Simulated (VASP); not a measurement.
Here is a VASP 6.6.1 calculation.

The input INCAR:

```
PREC = Accurate ; ENCUT = 520
EDIFF = 1E-6 ; ISMEAR = -1
SIGMA = 0.05 ; LREAL = F
LASPH = T ; NELM = 80
ALGO = Normal ; ISIF = 2
LWAVE = F ; LCHARG = F
GGA = PS ; IVDW = 12
NBANDS = 26
```

Contents of KPOINTS:

```
Automatic mesh
0
Gamma
  11 11 11
```

File POSCAR:

```
NbAs
1.0
   -1.7258500000      1.7258500000      5.8400000000
    1.7258500000     -1.7258500000      5.8400000000
    1.7258500000      1.7258500000     -5.8400000000
Nb As
2 2
Direct
    0.5000000000      0.0000000000      0.5000000000
    0.7500000000      0.7500000000      0.0000000000
    0.9160000000      0.4160000000      0.5000000000
    0.1660000000      0.1660000000      0.0000000000
```

Potentials or basis: VASP PAW PBE potentials, release 64 (Nb_sv, As).

Launch:

```bash
$ cat potpaw_PBE.64/Nb_sv/POTCAR potpaw_PBE.64/As/POTCAR > POTCAR
$ mpirun -np 1 vasp_std > vasp.out
```

(1) What does it give for the largest force?

(2) Estimate the band gap on the k mesh.

Results:

(1) 0.290 eV/Å.

(2) 0.02 eV (least direct gap 0.07 eV).

Caveat: three body term missing; the cell stands under tension; the smearing spreads over this small gap; the PAW data sets were made with another functional, which shifts forces and pressure a little.
